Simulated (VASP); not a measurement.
The system is LiTa4O.

```xyz
6
Lattice="2.8584 0.0000 0.0000 -1.4292 2.4754 0.0000 0.0000 0.0000 11.3282" Properties=species:S:1:pos:R:3 pbc="T T T"
Li    0.0000    0.0000    5.6641
Ta    1.4292    0.8251    7.1101
Ta    0.0000    0.0000    9.9366
Ta    0.0000    0.0000    1.3917
Ta    1.4292    0.8251    4.2182
O     1.4292    0.8251    0.0000
```

The cell was generated, and may not be a known phase.

```yaml
Program: VASP 6.6.1
Task: relaxation of cell and atoms
Functional: PBE
Potentials_or_basis: VASP PAW PBE potentials, release 64 (Li_sv, Ta_pv, O)
Cutoff: 600 eV
k_mesh: 6 × 6 × 2
Occupations: gaussian, width 0.1 eV
Spin: no spin polarisation
```

At the start: pressure 33.4 GPa; volume 13.36 Å³/atom.

**Question.** How do energy, volume and symmetry change on relaxing?

**Answer.** Over 15 steps the energy falls by 960.1 meV/atom and the volume is 16.10 Å³/atom (+20.5 %); space group P-6m2 (No. 187, to 0.1 Å) before and after.

Step by step:
```tsv
step	energy change (eV)	largest force (eV/Å)	pressure (GPa)	volume (Å³)
1	0.0000	7.4559	33.36	80.15
2	-1.5935	2.1101	-26.47	116.90
3	-3.2908	3.2648	-13.29	98.35
4	-3.3015	3.3639	-11.96	97.31
5	-4.6835	1.9336	3.76	89.32
6	-4.6935	2.1850	5.65	88.66
7	-5.2786	1.5684	1.92	91.81
8	-5.6644	0.3977	-2.16	97.68
9	-5.6685	0.5494	-1.81	96.93
10	-5.7412	0.1800	3.34	94.93
11	-5.7518	0.0235	1.83	95.45
12	-5.7469	0.1226	-2.29	97.99
13	-5.7601	0.0674	-0.05	96.56
14	-5.7601	0.0665	-0.02	96.54
15	-5.7605	0.0365	0.01	96.58
```

Final structure:
```cif
data_structure
_symmetry_space_group_name_H-M 'P 1'
_symmetry_Int_Tables_number 1
_cell_length_a 2.8888
_cell_length_b 2.8888
_cell_length_c 13.3635
_cell_angle_alpha 90.000
_cell_angle_beta 90.000
_cell_angle_gamma 120.000
_cell_volume 96.58
loop_
_atom_site_label
_atom_site_type_symbol
_atom_site_fract_x
_atom_site_fract_y
_atom_site_fract_z
_atom_site_occupancy
Li1 Li 0.00000 0.00000 0.50000 1
Ta1 Ta 0.66667 0.33333 0.69368 1
Ta2 Ta 0.00000 0.00000 0.88313 1
Ta3 Ta 0.00000 0.00000 0.11687 1
Ta4 Ta 0.66667 0.33333 0.30632 1
O1 O 0.66667 0.33333 0.00000 1
```

Caveat: the k points lie up to 0.42 Å⁻¹ apart in the final cell, too coarse for converged energies and pressures of a metal; the cutoff is under 1.25 times the usual one of these potentials, so pressure, stress and relaxed cells hold a basis-set (Pulay) error; the volume moved by over 15 % at a fixed basis, so the end points are rough.
